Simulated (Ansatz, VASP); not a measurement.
**One calculation of FeS2, two programs**

Contents of INCAR:

```
SYSTEM = FeS2
ALGO = Normal
EDIFF = 1E-7
EDIFFG = -0.008
ENCUT = 520
GGA = PS
GGA_COMPAT = .FALSE.
IBRION = 2
ISIF = 2
ISMEAR = 0
KPAR = 4
LASPH = .TRUE.
LCHARG = .FALSE.
LREAL = .FALSE.
LWAVE = .FALSE.
NELM = 120
NELMIN = 4
NSW = 60
PREC = Accurate
SIGMA = 0.02
```

Contents of KPOINTS:

```
k-points
0
G
  6 6 8
  0 0 0
```

Contents of POSCAR:

```
FeS2
1.0
    4.3674117449      0.0000000000      0.0000000000
    0.0000000000      5.3331402397      0.0000000000
    0.0000000000      0.0000000000      3.4447528609
Fe S
2 4
Direct
    0.5000000000      0.5000000000      0.5000000000
    0.0000000000      0.0000000000      0.0000000000
    0.2910003859      0.8745412054      0.5000000000
    0.7089996141      0.1254587946      0.5000000000
    0.2089996141      0.3745412054      0.0000000000
    0.7910003859      0.6254587946      0.0000000000
```

Input for Ansatz:

```yaml
crystal:
  lattice:
    - [4.3674117449, 0.0, 0.0]
    - [0.0, 5.3331402397, 0.0]
    - [0.0, 0.0, 3.4447528609]
  atoms:
    - { symbol: Fe, position: [0.5, 0.5, 0.5] }
    - { symbol: Fe, position: [0.0, 0.0, 0.0] }
    - { symbol: S, position: [0.2910003859, 0.8745412054, 0.5] }
    - { symbol: S, position: [0.7089996141, 0.1254587946, 0.5] }
    - { symbol: S, position: [0.2089996141, 0.3745412054, 0.0] }
    - { symbol: S, position: [0.7910003859, 0.6254587946, 0.0] }
basis:
  ecutwfc: 420
kpoints:
  mp_grid: { grid: [6, 6, 8] }
hamiltonian:
  xc: pbesol
scf:
  occupations: { method: gaussian, width: 0.02 }
output:
  forces: true
  stress: true
  eigenvalues: true
  write_density: true
  write_potential: true
  elf: true
  volumetric_format: npy
relax:
  adjacent_minimum: "off"
  f_tol: 0.008
  max_steps: 40
```

Change from the starting cell: strain along c alone, the other axes held, atoms relaxed: +3.0 %.

Alike in both runs: task relaxation of the atoms; functional PBEsol; k mesh 6 × 6 × 8; occupations gaussian, width 0.02 eV; no spin polarisation.

|  | VASP | Ansatz |
| --- | --- | --- |
| version | VASP 6.6.1 | Ansatz 0.2.0 |
| potentials or method | VASP PAW PBE potentials, release 64 (Fe, S), cutoff 520 eV | scalar-relativistic, plane waves, PAW |
| valence electrons in the cell | 40 | 56 |

Ansatz gave:

| Item | Value |
| --- | --- |
| gap on the k mesh at the Fermi level, each at its own relaxed structure (eV) | 0.93 |

**Question.** Which values does VASP return?

**Answer.** gap on the k mesh at the Fermi level, each at its own relaxed structure (eV): 0.91.

VASP's potentials were made for PBE, not for PBEsol. VASP's potentials hold 40 valence electrons a cell and Ansatz's 56, so a difference there can come from the potentials and not from the codes. Ansatz's warnings: stress scf threshold loose.
